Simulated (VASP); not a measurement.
Set up this calculation in VASP 6.6.1, as the native input.

| Quantity | Value |
| --- | --- |
| Task | relaxation of cell and atoms |
| Functional | revPBE |
| Potentials or basis | VASP PAW PBE potentials, release 64 (S, Mg) |
| Cutoff | 600 eV |
| k mesh | 8 × 8 × 8 |
| Occupations | fermi-dirac, width 0.05 eV |
| Spin | no spin polarisation |
| Dipole correction | no |
| Further INCAR settings | ALGO = Normal; EDIFF = 1e-06; IBRION = 2; EDIFFG = -0.01; NSW = 80; ISIF = 3 |

The structure of MgS lies in POSCAR:

```
MgS
1.0
    0.0000000000      2.8331200468      2.8331200468
    2.8331200468      0.0000000000      2.8331200468
    2.8331200468      2.8331200468      0.0000000000
S Mg
1 1
Direct
    0.2500000000      0.2500000000      0.2500000000
    0.0000000000      0.0000000000      0.0000000000
```

One way to write it, as run:

INCAR

```
SYSTEM = MgS
PREC     = Accurate       ! precision mode
ENCUT    = 600            ! plane-wave cutoff, eV
EDIFF    = 1E-6           ! SCF threshold, eV
ISMEAR   = -1             ! smearing method
SIGMA    = 0.05           ! smearing width, eV
LREAL    = .False.        ! projectors in reciprocal space
LASPH    = .True.         ! aspherical terms in the spheres
NELM     = 100            ! most SCF steps
ALGO     = Normal         ! electronic algorithm
ISIF     = 3              ! what is computed and relaxed
LWAVE    = .False.        ! write WAVECAR
LCHARG   = .False.        ! write CHGCAR
GGA      = RE             ! functional
IBRION   = 2              ! ionic algorithm
NSW      = 80             ! ionic steps
EDIFFG   = -0.01          ! ionic threshold
```

KPOINTS

```
Automatic mesh
0
Gamma
  8 8 8
  0 0 0
```

Potentials or basis: VASP PAW PBE potentials, release 64 (S, Mg).

Launch:

```sh
$ cat potpaw_PBE.64/S/POTCAR potpaw_PBE.64/Mg/POTCAR > POTCAR
$ mpirun -np 1 vasp_std > vasp.out
```

Results of the run:

```yaml
Relaxed_volume: 23.59 Å³/atom
Relaxed_cell: a = 4.056 Å, b = 4.056 Å, c = 4.056 Å, α = 60.00°, β = 60.00°, γ = 60.00°
Space_group_after_relaxing_to_0.05_Å: F-43m (No. 216)
Energy_gained_by_relaxing: 5.4 meV/atom
Ionic_steps: 3
Pressure_after_relaxing: 0.0 GPa
Band_gap_on_the_k_mesh: 3.43 eV, direct
```

Caveat: the PAW data sets were made with another functional, which shifts forces and pressure a little.

It took 11 s on 1 thread of Intel(R) Xeon(R) 6975P-C (Granite Rapids), with other jobs on the host, peak memory 0.18 GiB.
